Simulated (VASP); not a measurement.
AlN, 4 atoms in the cell. It takes space group Cc (No. 9, monoclinic). Conventional cell: a = 3.401 Å, b = 5.808 Å, c = 4.304 Å, α = 90.00°, β = 90.67°, γ = 90.00°. Al (site symmetry 1) has 5 N at 1.77 to 2.17 Å within 2.4 Å. N (site symmetry 1) has 5 Al at 1.77 to 2.17 Å within 2.4 Å.  This cell differs from its parent crystal: strained and its atoms moved.

- Program: VASP 6.6.1
- Task: single point
- Functional: PBE
- Potentials or basis: VASP PAW PBE potentials, release 64 (Al, N)
- Cutoff: 520 eV
- k mesh: 9 × 9 × 6
- Occupations: gaussian, width 0.02 eV
- Spin: no spin polarisation
- Dipole correction: no
- Further INCAR settings: ALGO = Normal; EDIFF = 1e-07; NBANDS = 16

Potentials or basis: VASP PAW PBE potentials, release 64 (Al, N).

Launch:

```bash
$ cat potpaw_PBE.64/Al/POTCAR potpaw_PBE.64/N/POTCAR > POTCAR
$ mpirun -np 1 vasp_std > vasp.out
```

Hardware: 1 thread of AMD EPYC 7R13 (shared host).

Problem. Estimate the wall time of this run.

Solution. It took 120 s on 1 thread of AMD EPYC 7R13 (shared host), peak memory 0.18 GiB. Counts: scf iterations 14, k points 140.
